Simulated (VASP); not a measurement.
# TiH6 (Pm-3m) in VASP: density of states with PBE

Aim: the density of states of TiH6 with PBE.

Everything below comes from runs of VASP 6.6.1. Logs are shortened: lines on timing, memory, paths and dates and some standing lists are left out, and cuts for length are marked.

**1. The cell of the first run**

It takes space group Pm-3m (No. 221, cubic). The conventional cell has a = 3.264 Å, b = 3.264 Å, c = 3.264 Å, α = 90.00°, β = 90.00°, γ = 90.00°. Ti (site symmetry m-3m) has 24 H at 2.36 Å within 3.1 Å. H (site symmetry 4mm) has 1 H at 0.94 Å within 1.3 Å.

**2. Density of states, PBE**

File POSCAR:

```
TiH6
1.0
    3.2638202786      0.0000000000      0.0000000000
    0.0000000000      3.2638202786      0.0000000000
    0.0000000000      0.0000000000      3.2638202786
Ti H
1 6
Direct
    0.0000000000      0.0000000000      0.0000000000
    0.5000000000      0.5000000000      0.1443473853
    0.5000000000      0.5000000000      0.8556526147
    0.1443473853      0.5000000000      0.5000000000
    0.8556526147      0.5000000000      0.5000000000
    0.5000000000      0.1443473853      0.5000000000
    0.5000000000      0.8556526147      0.5000000000
```

File INCAR.step1:

```
SYSTEM = TiH6
PREC = Accurate ; ENCUT = 520
EDIFF = 1E-6 ; ISMEAR = 0
SIGMA = 0.1 ; LREAL = .FALSE.
LASPH = .TRUE. ; NELM = 100
ALGO = Normal ; ISIF = 2
LWAVE = .FALSE. ; LCHARG = .TRUE.
LMAXMIX = 4 ; GGA = PE
NBANDS = 18
```

File KPOINTS.step1:

```
regular mesh
0
G
  12 12 12
  0 0 0
```

File INCAR.step2:

```
SYSTEM = TiH6
PREC = Accurate ; ENCUT = 520
EDIFF = 1E-6 ; ISMEAR = -5
SIGMA = 0.1 ; LREAL = .FALSE.
LASPH = .TRUE. ; NELM = 100
ALGO = Normal ; ISIF = 2
LWAVE = .FALSE. ; LCHARG = .FALSE.
LMAXMIX = 4 ; GGA = PE
LORBIT = 11 ; NEDOS = 1001
ICHARG = 11
```

File KPOINTS.step2:

```
regular mesh
0
G
  18 18 18
  0 0 0
```

Potentials or basis: VASP PAW PBE potentials, release 64 (Ti_sv, H).

Command:

```sh
$ cat potpaw_PBE.64/Ti_sv/POTCAR potpaw_PBE.64/H/POTCAR > POTCAR
$ cp INCAR.step1 INCAR
$ cp KPOINTS.step1 KPOINTS
$ mpirun -np 1 vasp_std > vasp.out
$ cp INCAR.step2 INCAR
$ cp KPOINTS.step2 KPOINTS
$ mpirun -np 1 vasp_std > vasp.out
```

OUTCAR:

```text
SYSTEM = TiH6
   PREC = Accurate
   ENCUT = 520
   EDIFF = 1E-6
   ISMEAR = -5
   LREAL = .FALSE.
   LASPH = .TRUE.
   NELM = 100
   ISIF = 2
   GGA = PE
   LORBIT = 11
   ICHARG = 11

 ion  position               nearest neighbor table
   1  0.000  0.000  0.000-
   2  0.500  0.500  0.144-
   3  0.500  0.500  0.856-
   4  0.144  0.500  0.500-
   5  0.856  0.500  0.500-
   6  0.500  0.144  0.500-
   7  0.500  0.856  0.500-

  LATTYP: Found a simple cubic cell.
 ALAT       =     3.2638202786

  Lattice vectors:

 A1 = (   3.2638202786,   0.0000000000,   0.0000000000)
 A2 = (   0.0000000000,   3.2638202786,   0.0000000000)
 A3 = (   0.0000000000,   0.0000000000,   3.2638202786)

Analysis of symmetry for initial positions (statically):
=====================================================================
 Subroutine PRICEL returns:
 Original cell was already a primitive cell.

 Routine SETGRP: Setting up the symmetry group for a
 simple cubic supercell.

 Subroutine GETGRP returns: Found 48 space group operations
[... 9 lines left out ...]

 Routine SETGRP: Setting up the symmetry group for a
 simple cubic supercell.

 Subroutine GETGRP returns: Found 48 space group operations
[... 11 lines left out ...]
                                     Primitive cell

  volume of cell :      34.7679

  direct lattice vectors                    reciprocal lattice vectors
     3.263820279  0.000000000  0.000000000     0.306389419  0.000000000  0.000000000
     0.000000000  3.263820279  0.000000000     0.000000000  0.306389419  0.000000000
     0.000000000  0.000000000  3.263820279     0.000000000  0.000000000  0.306389419

  length of vectors
     3.263820279  3.263820279  3.263820279     0.306389419  0.306389419  0.306389419

  position of ions in fractional coordinates (direct lattice)
     0.000000000  0.000000000  0.000000000
     0.500000000  0.500000000  0.144347385
     0.500000000  0.500000000  0.855652615
     0.144347385  0.500000000  0.500000000
     0.855652615  0.500000000  0.500000000
     0.500000000  0.144347385  0.500000000
     0.500000000  0.855652615  0.500000000

  ion indices of the primitive-cell ions
   primitive index   ion index
                 1           1
                 2           2
                 3           3
                 4           4
                 5           5
                 6           6
                 7           7

----------------------------------------------------------------------------------------

 KPOINTS: regular mesh

Automatic generation of k-mesh.
 Grid dimensions read from file:
 generate k-points for:   18   18   18

 Generating k-lattice:

  Cartesian coordinates                     Fractional coordinates (reciprocal lattice)
     0.017021634  0.000000000  0.000000000     0.055555556  0.000000000  0.000000000
     0.000000000  0.017021634  0.000000000     0.000000000  0.055555556  0.000000000
     0.000000000  0.000000000  0.017021634     0.000000000  0.000000000  0.055555556

  Length of vectors
     0.017021634  0.017021634  0.017021634

  Shift w.r.t. Gamma in fractional coordinates (k-lattice)
     0.000000000  0.000000000  0.000000000

 TETIRR: Found   2900 inequivalent tetrahedra from    34992

 Subroutine IBZKPT returns following result:
 ===========================================

 Found    220 irreducible k-points:

 Following reciprocal coordinates:
            Coordinates               Weight
  0.000000  0.000000  0.000000      1.000000
  0.055556  0.000000  0.000000      6.000000
  0.111111  0.000000  0.000000      6.000000
  0.166667  0.000000  0.000000      6.000000
  0.222222  0.000000  0.000000      6.000000
  0.277778  0.000000  0.000000      6.000000
[... 16 lines left out ...]
  0.277778  0.111111  0.000000     24.000000
  0.333333  0.111111  0.000000     24.000000
 [... further k-points ...]
   k-points           NKPTS =    220   k-points in BZ     NKDIM =    220   number of bands    NBANDS=     13
   number of dos      NEDOS =   1001   number of ions     NIONS =      7
   total plane-waves  NPLWV =  13824
   dimension x,y,z NGX =    24 NGY =   24 NGZ =   24
   dimension x,y,z NGXF=    48 NGYF=   48 NGZF=   48
   ions per type =               1   6
   NGX,Y,Z   is equivalent  to a cutoff of  12.22, 12.22, 12.22 a.u.
   NGXF,Y,Z  is equivalent  to a cutoff of  24.45, 24.45, 24.45 a.u.
 SYSTEM =  TiH6
   PREC   = accura    normal or accurate (medium, high low for compatibility)
   ISTART =      0    job   : 0-new  1-cont  2-samecut
   ICHARG =     11    charge: 1-file 2-atom 10-const
   ISPIN  =      1    spin polarized calculation?
   LNONCOLLINEAR =      F non collinear calculations
   LSORBIT =      F    spin-orbit coupling
   LASPH  =      T    aspherical Exc in radial PAW
   ENCUT  =  520.0 eV  38.22 Ry    6.18 a.u.   6.07  6.07  6.07*2*pi/ulx,y,z
   NELM   =    100;   NELMIN=  2; NELMDL=  0     # of ELM steps
   EDIFF  = 0.1E-05   stopping-criterion for ELM
   LREAL  =      F    real-space projection
   EDIFFG = 0.1E-04   stopping-criterion for IOM
   NSW    =      0    number of steps for IOM
   IBRION =     -1    ionic relax: 0-MD 1-quasi-New 2-CG
   NFREE  =      0    steps in history (QN), initial steepest desc. (CG)
   ISIF   =      2    stress and relaxation
   ISYM   =      2    0-nonsym 1-usesym 2-fastsym
   POTIM  = 0.5000    time-step for ionic-motion
   TEBEG  =    0.0;   TEEND  =   0.0 temperature during run
   PSTRESS=    0.0 pullay stress
   NELECT =      18.0000    total number of electrons
   NUPDOWN=      -1.0000    fix difference up-down
   EMIN   =  10.00;   EMAX   =-10.00  energy-range for DOS
   EFERMI =   0.00;   METHOD = LEGACY
   ISMEAR =    -5;   SIGMA  =   0.10  broadening in eV -4-tet -1-fermi 0-gaus
   EFERMI_NEDOS =   21; number of points for ismear=-14 and -15
   IALGO  =     38    algorithm
   IMIX   =      4    mixing-type and parameters
     AMIX     =   0.40;   BMIX     =  1.00
     AMIX_MAG =   1.60;   BMIX_MAG =  1.00
  volume/ion in A,a.u.               =       4.97        33.52
  Fermi-wavevector in a.u.,A,eV,Ry     =   1.314537  2.484114 23.510964  1.728007
  Thomas-Fermi vector in A             =   2.444783
   LORBIT       =     11    0 simple, 1 ext, 2 COOP (PROOUT), +10 PAW based schemes
   GGA     = PE    functional components
   LHFCALC =     F    Hartree Fock is set to
   AEXX    =    0.0000 exact exchange contribution
   IVDW    =     0    specifies the selected vdW correction
   LEPSILON=     F    determine dielectric tensor
   LRPA    =     F    only Hartree local field effects (RPA)
 non-spin polarized calculation
 Fermi weights with tetrahedron method with Bloechl corrections
  energy-cutoff  :      520.00
  volume of cell :       34.77
 maximum number of plane-waves:       968

 number of electron      18.0000002 magnetization

 Free energy of the ion-electron system (eV)
  ---------------------------------------------------
  ext. energy  EPLUGINS =         0.00000000
  ---------------------------------------------------
  free energy    TOTEN  =       -23.91811061 eV

  energy without entropy =      -23.91811061  energy(sigma->0) =      -23.91811061

 E-fermi :   6.7831     XC(G=0): -11.1307

 val. band max:        6.8426812631   @ k =   0.3333   0.3333   0.3333
 cond. band min:       6.7492810721   @ k =   0.1667   0.1667   0.1667
 fundamental gap:     -0.0934001910
 Fermi energy:         6.7830791340

 k-point     1 :       0.0000    0.0000    0.0000
  band No.  band energies     occupation
      1     -50.6669      2.00000
      2     -26.9168      2.00000
      3     -26.9168      2.00000
      4     -26.9168      2.00000
      5      -8.0794      2.00000
      6       0.7308      2.00000
      7       0.7308      2.00000
      8       7.9748      0.00000
      9       7.9748      0.00000
     10       7.9748      0.00000
     11       8.0803      0.00000
     12       8.0803      0.00000
     13       8.2598      0.00000

 k-point     2 :       0.0556    0.0000    0.0000
  band No.  band energies     occupation
      1     -50.6666      2.00000
      2     -26.9212      2.00000
      3     -26.9164      2.00000
      4     -26.9164      2.00000
      5      -8.0396      2.00000
      6       0.6256      2.00000
      7       0.7585      2.00000
      8       7.6716     -0.00044
      9       7.6716      0.00000
     10       7.7999      0.00000
     11       7.9787      0.00000
     12       8.0094      0.00000
     13       8.5518      0.00000

 k-point     3 :       0.1111    0.0000    0.0000
  band No.  band energies     occupation
      1     -50.6656      2.00000
      2     -26.9338      2.00000
      3     -26.9153      2.00000
      4     -26.9153      2.00000
      5      -7.9210      2.00000
      6       0.3191      2.00000
      7       0.8410      2.00000
      8       7.2924     -0.19384
      9       7.2924      0.00000
     10       7.5519      0.00000
     11       7.8052      0.00000
     12       7.9898      0.00000
     13       8.8647      0.00000
[... 305 lines left out ...]
 k-point    23 :       0.2778    0.1111    0.0000
  band No.  band energies     occupation
      1     -50.6592      2.00000
      2     -26.9993      2.00000
      3     -26.9257      2.00000
      4     -26.9081      2.00000
      5      -6.9923      2.00000
      6      -1.3419      2.00000
      7       0.9574      2.00000
      8       6.0052      2.00000
      9       6.4278      2.00000
     10       7.0412     -0.01881
     11       7.8449      0.00000
     12       7.9436      0.00000
     13       9.0046      0.00000

 k-point    24 :       0.3333    0.1111    0.0000
  band No.  band energies     occupation
      1     -50.6574      2.00000
      2     -27.0224      2.00000
      3     -26.9234      2.00000
      4     -26.9061      2.00000
      5      -6.6266      2.00000
      6      -1.9975      2.00000
      7       1.1334      2.00000
      8       5.8663      2.00000
      9       6.2402      2.00000
     10       6.7767      0.63320
     11       7.8777      0.00000
     12       8.1227      0.00000
     13       9.2570      0.00000

 [... further k-points ...]

------------------------ aborting loop because EDIFF is reached ----------------------------------------

  FORCE on cell =-STRESS in cart. coord.  units (eV):
  Direction    XX          YY          ZZ          XY          YZ          ZX
  --------------------------------------------------------------------------------------
  -------------------------------------------------------------------------------------
  Total       -0.2590297     -0.2590297     -0.2590297      0.0000000     -0.0000000      0.0000000
  in kB      -11.9366226    -11.9366226    -11.9366226      0.0000000     -0.0000000      0.0000000
  external PRESSURE =     -11.9366226 kB  Pullay stress =       0.0000000 kB

 VOLUME and BASIS-vectors are now :
 -----------------------------------------------------------------------------
  energy-cutoff  :      520.00
  volume of cell :       34.77
      direct lattice vectors                 reciprocal lattice vectors
     3.263820279  0.000000000  0.000000000     0.306389419  0.000000000  0.000000000
     0.000000000  3.263820279  0.000000000     0.000000000  0.306389419  0.000000000
     0.000000000  0.000000000  3.263820279     0.000000000  0.000000000  0.306389419

 POSITION                                       TOTAL-FORCE (eV/Angst)
 -----------------------------------------------------------------------------------
      0.00000      0.00000      0.00000        -0.000000      0.000000     -0.000000
      1.63191      1.63191      0.47112        -0.000000      0.000000      0.026688
      1.63191      1.63191      2.79270        -0.000000      0.000000     -0.026688
      0.47112      1.63191      1.63191         0.026688      0.000000     -0.000000
      2.79270      1.63191      1.63191        -0.026688      0.000000      0.000000
      1.63191      0.47112      1.63191        -0.000000      0.026688      0.000000
      1.63191      2.79270      1.63191        -0.000000     -0.026688     -0.000000
 -----------------------------------------------------------------------------------
    total drift:                               -0.000000      0.000000     -0.000000

  FREE ENERGIE OF THE ION-ELECTRON SYSTEM (eV)
  ---------------------------------------------------
  free  energy   TOTEN  =       -23.9181106115 eV

  energy  without entropy=      -23.9181106115  energy(sigma->0) =      -23.91811061

 total charge

# of ion       s       p       d       tot
------------------------------------------
    1        2.123   6.033   2.044  10.199
    2        0.510   0.037   0.000   0.547
    3        0.510   0.037   0.000   0.547
    4        0.510   0.037   0.000   0.547
    5        0.510   0.037   0.000   0.547
    6        0.510   0.037   0.000   0.547
    7        0.510   0.037   0.000   0.547
--------------------------------------------------
tot          5.184   6.252   2.044  13.480
```

Run time: 29 s. Hardware: 1 thread of Intel Xeon 6975P-C (Granite Rapids), shared host; peak memory 0.21 GiB.

Results:

```yaml
Valence_electrons_inside_the_program's_atomic_spheres: Ti 10.20; H 0.55
```

Levels at points of the mesh, in eV from the Fermi level:
```tsv
k point	band 6	band 7	band 8	band 9	band 10	band 11	band 12	band 13
(0.00, 0.00, 0.00)	-6.05	-6.05	1.19	1.19	1.19	1.30	1.30	1.48
(0.50, 0.00, 0.00)	-10.16	-4.74	-1.28	-0.89	-0.89	1.32	1.80	4.91
(0.50, 0.50, 0.00)	-8.91	-8.91	-2.20	0.15	0.15	1.44	1.88	2.72
(0.50, 0.50, 0.50)	-9.05	-9.05	-5.68	1.85	1.85	1.85	1.96	1.96
```

Caveat: tetrahedron occupations give inexact forces and stress in metals.
